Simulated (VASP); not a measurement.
# InFe2B (P4/mmm) in VASP: further runs

Runs on InFe2B. Level: PBE. Tasks: single point, relaxation of cell and atoms.

All numbers are computed with VASP 6.6.1; they aren't measurements. Logs are shortened: lines on timing, memory, paths and dates and some standing lists are left out, and cuts for length are marked.

## (1) The cell of the first run

It takes space group P4/mmm (No. 123, tetragonal). The conventional cell has a = 3.836 Å, b = 3.836 Å, c = 3.962 Å, α = 90.00°, β = 90.00°, γ = 90.00°. Within 3.6 Å of In (site symmetry 4/mmm) lie 8 Fe at 2.76 Å and 8 B at 3.36 Å. Fe (site symmetry mmm) has 2 B at 1.92 Å within 2.5 Å. Within 2.5 Å of B (site symmetry 4/mmm) lie 4 Fe at 1.92 Å.

## (2) Single point, PBE, collinear spin, ferromagnetic start

The input, INCAR:

```
SYSTEM = InFe2B
ALGO = Normal
EDIFF = 1E-7
ENCUT = 520
GGA = PE
ISIF = 2
ISMEAR = 0
ISPIN = 2
LASPH = .True.
LCHARG = .True.
LELF = .True.
LMAXMIX = 4
LORBIT = 11
LREAL = .False.
LVHAR = .True.
LWAVE = .False.
MAGMOM = 0 4 4 0
NBANDS = 28
NELM = 150
PREC = Accurate
SIGMA = 0.1
```

The input, KPOINTS:

```
k-points
0
Gamma
  4 4 4
  0 0 0
```

The input, POSCAR:

```
InFe2B
1.0
    3.8361426557      0.0000000000      0.0000000000
    0.0000000000      3.8361426557      0.0000000000
    0.0000000000      0.0000000000      3.9624487342
In Fe B
1 2 1
Direct
    0.5000000000      0.5000000000      0.5000000000
    0.5000000000      0.0000000000      0.0000000000
    0.0000000000      0.5000000000      0.0000000000
    0.0000000000      0.0000000000      0.0000000000
```

Potentials or basis: VASP PAW PBE potentials, release 64 (In_d, Fe, B).

The run is started by

```
$ cat potpaw_PBE.64/In_d/POTCAR potpaw_PBE.64/Fe/POTCAR potpaw_PBE.64/B/POTCAR > POTCAR
$ mpirun -np 1 vasp_std > vasp.out
```

OUTCAR:

```text
SYSTEM = InFe2B
   EDIFF = 1E-7
   ENCUT = 520
   GGA = PE
   ISIF = 2
   ISMEAR = 0
   ISPIN = 2
   LASPH = .True.
   LORBIT = 11
   LREAL = .False.
   NELM = 150
   PREC = Accurate

 ion  position               nearest neighbor table
   1  0.500  0.500  0.500-   2 2.76   3 2.76   2 2.76   3 2.76   2 2.76   2 2.76   3 2.76   3 2.76

   2  0.500  0.000  0.000-   4 1.92   4 1.92   3 2.71   3 2.71   3 2.71   3 2.71   1 2.76   1 2.76
                             1 2.76   1 2.76
   3  0.000  0.500  0.000-   4 1.92   4 1.92   2 2.71   2 2.71   2 2.71   2 2.71   1 2.76   1 2.76
                             1 2.76   1 2.76
   4  0.000  0.000  0.000-   2 1.92   3 1.92   3 1.92   2 1.92

  LATTYP: Found a simple tetragonal cell.
 ALAT       =     3.8361426557
 C/A-ratio  =     1.0329252819

  Lattice vectors:

 A1 = (   3.8361426557,   0.0000000000,   0.0000000000)
 A2 = (   0.0000000000,   3.8361426557,   0.0000000000)
 A3 = (   0.0000000000,   0.0000000000,   3.9624487342)

Analysis of symmetry for initial positions (statically):
=====================================================================
 Subroutine PRICEL returns:
 Original cell was already a primitive cell.

 Routine SETGRP: Setting up the symmetry group for a
 simple tetragonal supercell.

 Subroutine GETGRP returns: Found 16 space group operations
 (whereof 16 operations were pure point group operations)
 out of a pool of 16 trial point group operations.

The static configuration has the point symmetry D_4h.

Analysis of symmetry for dynamics (positions and initial velocities):
=====================================================================
 Subroutine PRICEL returns:
 Original cell was already a primitive cell.

 Routine SETGRP: Setting up the symmetry group for a
 simple tetragonal supercell.

 Subroutine GETGRP returns: Found 16 space group operations
 (whereof 16 operations were pure point group operations)
 out of a pool of 16 trial point group operations.

The dynamic configuration has the point symmetry D_4h.

Analysis of structural, dynamic, and magnetic symmetry:
=====================================================================
 Subroutine PRICEL returns:
 Original cell was already a primitive cell.

 Routine SETGRP: Setting up the symmetry group for a
 simple tetragonal supercell.

 Subroutine GETGRP returns: Found 16 space group operations
 (whereof 16 operations were pure point group operations)
 out of a pool of 16 trial point group operations.

The overall configuration has the point symmetry D_4h.

 Subroutine INISYM returns: Found 16 space group operations
 (whereof 16 operations are pure point group operations),
 and found     1 'primitive' translations

----------------------------------------------------------------------------------------

                                     Primitive cell

  volume of cell :      58.3114

  direct lattice vectors                    reciprocal lattice vectors
     3.836142656  0.000000000  0.000000000     0.260678523  0.000000000  0.000000000
     0.000000000  3.836142656  0.000000000     0.000000000  0.260678523  0.000000000
     0.000000000  0.000000000  3.962448734     0.000000000  0.000000000  0.252369196

  length of vectors
     3.836142656  3.836142656  3.962448734     0.260678523  0.260678523  0.252369196

  position of ions in fractional coordinates (direct lattice)
     0.500000000  0.500000000  0.500000000
     0.500000000  0.000000000  0.000000000
     0.000000000  0.500000000  0.000000000
     0.000000000  0.000000000  0.000000000

  ion indices of the primitive-cell ions
   primitive index   ion index
                 1           1
                 2           2
                 3           3
                 4           4

----------------------------------------------------------------------------------------

 KPOINTS: k-points

Automatic generation of k-mesh.
 Grid dimensions read from file:
 generate k-points for:    4    4    4

 Generating k-lattice:

  Cartesian coordinates                     Fractional coordinates (reciprocal lattice)
     0.065169631  0.000000000  0.000000000     0.250000000  0.000000000  0.000000000
     0.000000000  0.065169631  0.000000000     0.000000000  0.250000000  0.000000000
     0.000000000  0.000000000  0.063092299     0.000000000  0.000000000  0.250000000

  Length of vectors
     0.065169631  0.065169631  0.063092299

  Shift w.r.t. Gamma in fractional coordinates (k-lattice)
     0.000000000  0.000000000  0.000000000

 Subroutine IBZKPT returns following result:
 ===========================================

 Found     18 irreducible k-points:

 Following reciprocal coordinates:
            Coordinates               Weight
  0.000000  0.000000  0.000000      1.000000
  0.250000  0.000000  0.000000      4.000000
  0.500000  0.000000  0.000000      2.000000
  0.250000  0.250000  0.000000      4.000000
  0.500000  0.250000  0.000000      4.000000
  0.500000  0.500000  0.000000      1.000000
[... 10 lines left out ...]
  0.500000  0.250000  0.500000      4.000000
  0.500000  0.500000  0.500000      1.000000
   k-points           NKPTS =     18   k-points in BZ     NKDIM =     18   number of bands    NBANDS=     28
   number of dos      NEDOS =    301   number of ions     NIONS =      4
   total plane-waves  NPLWV =  27000
   dimension x,y,z NGX =    30 NGY =   30 NGZ =   30
   dimension x,y,z NGXF=    60 NGYF=   60 NGZF=   60
   ions per type =               1   2   1
   NGX,Y,Z   is equivalent  to a cutoff of  13.00, 13.00, 12.59 a.u.
   NGXF,Y,Z  is equivalent  to a cutoff of  26.00, 26.00, 25.17 a.u.
 SYSTEM =  InFe2B
   PREC   = accura    normal or accurate (medium, high low for compatibility)
   ISTART =      0    job   : 0-new  1-cont  2-samecut
   ICHARG =      2    charge: 1-file 2-atom 10-const
   ISPIN  =      2    spin polarized calculation?
   LNONCOLLINEAR =      F non collinear calculations
   LSORBIT =      F    spin-orbit coupling
   LASPH  =      T    aspherical Exc in radial PAW
   ENCUT  =  520.0 eV  38.22 Ry    6.18 a.u.   7.13  7.13  7.37*2*pi/ulx,y,z
   NELM   =    150;   NELMIN=  2; NELMDL= -5     # of ELM steps
   EDIFF  = 0.1E-06   stopping-criterion for ELM
   LREAL  =      F    real-space projection
   EDIFFG = 0.1E-05   stopping-criterion for IOM
   NSW    =      0    number of steps for IOM
   IBRION =     -1    ionic relax: 0-MD 1-quasi-New 2-CG
   NFREE  =      0    steps in history (QN), initial steepest desc. (CG)
   ISIF   =      2    stress and relaxation
   ISYM   =      2    0-nonsym 1-usesym 2-fastsym
   POTIM  = 0.5000    time-step for ionic-motion
   TEBEG  =    0.0;   TEEND  =   0.0 temperature during run
   PSTRESS=    0.0 pullay stress
   NELECT =      32.0000    total number of electrons
   NUPDOWN=      -1.0000    fix difference up-down
   EMIN   =  10.00;   EMAX   =-10.00  energy-range for DOS
   EFERMI =   0.00;   METHOD = LEGACY
   ISMEAR =     0;   SIGMA  =   0.10  broadening in eV -4-tet -1-fermi 0-gaus
   EFERMI_NEDOS =   21; number of points for ismear=-14 and -15
   IALGO  =     38    algorithm
   IMIX   =      4    mixing-type and parameters
     AMIX     =   0.40;   BMIX     =  1.00
     AMIX_MAG =   1.60;   BMIX_MAG =  1.00
  volume/ion in A,a.u.               =      14.58        98.38
  Fermi-wavevector in a.u.,A,eV,Ry     =   1.340316  2.532829 24.442134  1.796446
  Thomas-Fermi vector in A             =   2.468638
   LORBIT       =     11    0 simple, 1 ext, 2 COOP (PROOUT), +10 PAW based schemes
   GGA     = PE    functional components
   LHFCALC =     F    Hartree Fock is set to
   AEXX    =    0.0000 exact exchange contribution
   IVDW    =     0    specifies the selected vdW correction
   LEPSILON=     F    determine dielectric tensor
   LRPA    =     F    only Hartree local field effects (RPA)
 spin polarized calculation
 Gauss-broadening in eV      SIGMA  =   0.10
  energy-cutoff  :      520.00
  volume of cell :       58.31
 maximum number of plane-waves:      1588
 NGX is ok and might be reduce to    30
   NGX = 15   NGY = 15   NGZ = 15

 number of electron      31.9999994 magnetization       3.1253669

 Free energy of the ion-electron system (eV)
  ---------------------------------------------------
  ext. energy  EPLUGINS =         0.00000000
  ---------------------------------------------------
  free energy    TOTEN  =       -24.38345263 eV

  energy without entropy =      -24.36109885  energy(sigma->0) =      -24.37227574

 E-fermi :   5.7487     XC(G=0): -11.3652

 val. band max:        5.7333862907   @ k =   0.2500   0.0000   0.2500
 cond. band min:       5.7597701358   @ k =   0.5000   0.2500   0.2500
 fundamental gap:      0.0263838451
 Fermi energy:         5.7486737983

 spin component 1

 k-point     1 :       0.0000    0.0000    0.0000
  band No.  band energies     occupation
      1      -8.2927      1.00000
      2      -8.2294      1.00000
      3      -8.2007      1.00000
      4      -8.2007      1.00000
      5      -8.1088      1.00000
      6      -3.8380      1.00000
[... 20 lines left out ...]
     27      18.5201      0.00000
[... 504 lines left out ...]
      5      -8.0534      1.00000
      6       0.7416      1.00000
[... 20 lines left out ...]
     27      21.8674      0.00000
     28      22.4959      0.00000
 Fermi energy:         5.7486737983

 spin component 2

 k-point     1 :       0.0000    0.0000    0.0000
  band No.  band energies     occupation
      1      -8.3121      1.00000
      2      -8.2604      1.00000
      3      -8.2188      1.00000
      4      -8.2188      1.00000
      5      -8.1346      1.00000
      6      -3.8910      1.00000
[... 20 lines left out ...]
     27      18.6160      0.00000
[... 505 lines left out ...]
      6       0.4832      1.00000
[... 20 lines left out ...]
     27      21.7391      0.00000
     28      22.4544      0.00000

------------------------ aborting loop because EDIFF is reached ----------------------------------------

  FORCE on cell =-STRESS in cart. coord.  units (eV):
  Direction    XX          YY          ZZ          XY          YZ          ZX
  --------------------------------------------------------------------------------------
  -------------------------------------------------------------------------------------
  Total        0.1698812      0.1698812     -0.0643853      0.0000000      0.0000000      0.0000000
  in kB        4.6676978      4.6676978     -1.7690662      0.0000000      0.0000000      0.0000000
  external PRESSURE =       2.5221098 kB  Pullay stress =       0.0000000 kB

 VOLUME and BASIS-vectors are now :
 -----------------------------------------------------------------------------
  energy-cutoff  :      520.00
  volume of cell :       58.31
      direct lattice vectors                 reciprocal lattice vectors
     3.836142656  0.000000000  0.000000000     0.260678523  0.000000000  0.000000000
     0.000000000  3.836142656  0.000000000     0.000000000  0.260678523  0.000000000
     0.000000000  0.000000000  3.962448734     0.000000000  0.000000000  0.252369196

 POSITION                                       TOTAL-FORCE (eV/Angst)
 -----------------------------------------------------------------------------------
      1.91807      1.91807      1.98122         0.000000      0.000000      0.000000
      1.91807      0.00000      0.00000         0.000000      0.000000      0.000000
      0.00000      1.91807      0.00000         0.000000      0.000000      0.000000
      0.00000      0.00000      0.00000         0.000000      0.000000      0.000000
 -----------------------------------------------------------------------------------
    total drift:                                0.000000     -0.000000      0.000000

  FREE ENERGIE OF THE ION-ELECTRON SYSTEM (eV)
  ---------------------------------------------------
  free  energy   TOTEN  =       -24.3834526344 eV

  energy  without entropy=      -24.3610988510  energy(sigma->0) =      -24.37227574

 total charge

# of ion       s       p       d       tot
------------------------------------------
    1        0.868   0.713   9.875  11.456
    2        0.451   0.566   6.346   7.363
    3        0.451   0.566   6.346   7.363
    4        0.809   1.102   0.000   1.911
--------------------------------------------------
tot          2.579   2.947  22.567  28.092

 magnetization (x)

# of ion       s       p       d       tot
------------------------------------------
    1       -0.024  -0.079   0.006  -0.097
    2        0.009  -0.014   1.728   1.722
    3        0.009  -0.014   1.728   1.722
    4       -0.024  -0.135   0.000  -0.158
--------------------------------------------------
tot         -0.030  -0.242   3.461   3.188
```

Wall time 42 s (1 thread of Intel Xeon 6975P-C (Granite Rapids), shared host); peak memory 0.21 GiB.

What came out:

| Property | Result |
| --- | --- |
| Free energy | -24.3835 eV |
| Pressure | 0.3 GPa |
| Net moment | 3.13 μB per cell |
| Site moments | In -0.10; Fe +1.72; B -0.16 μB |
| Valence electrons inside the program's atomic spheres | In 11.46; Fe 7.36; B 1.91 |

Stress tensor (GPa, compression positive):
```
 0.47  0.00  0.00
 0.00  0.47  0.00
 0.00  0.00 -0.18
```

Caveat: the k points lie up to 0.41 Å⁻¹ apart; spin-orbit coupling is left out, which moves the levels of the heavy elements.

(Part 1 of 3 ends here.)
